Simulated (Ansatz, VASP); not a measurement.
**Two plane-wave programs on HfN**

```xyz
2
Lattice="3.0852 0.0000 0.0000 -1.5426 2.6718 0.0000 0.0000 0.0000 2.8919" Properties=species:S:1:pos:R:3 pbc="T T T"
Hf    0.0000    1.7812    1.4459
N     0.0000    0.0000    0.0000
```

Alike in both runs: functional r2SCAN; k mesh 18 × 18 × 14; occupations gaussian, width 0.1 eV; no spin polarisation.

Ansatz relaxed the structure, and its values are those at the end. VASP's run is a single point on that final structure, the one shown.

|  | VASP | Ansatz |
| --- | --- | --- |
| version | VASP 6.6.1 | Ansatz 0.2.0 |
| potentials or method | VASP PAW PBE potentials, release 64 (Hf_pv, N), cutoff 520 eV | scalar-relativistic, plane waves, PAW |
| valence electrons in the cell | 15 | 31 |

Ansatz gave:

| Item | Value |
| --- | --- |
| gap on the k mesh at the Fermi level (eV) | none |
| pressure (GPa) | 0.0 |

Problem. Estimate VASP's values.

Solution. gap on the k mesh at the Fermi level (eV): none; pressure (GPa): -2.2.

VASP's potentials were made for PBE, not for r2SCAN. A gap of «none» marks a metal or a gap that the smearing closes. VASP's potentials hold 15 valence electrons a cell and Ansatz's 31, so a difference there can come from the potentials and not from the codes.

Neither program's run includes spin-orbit coupling.
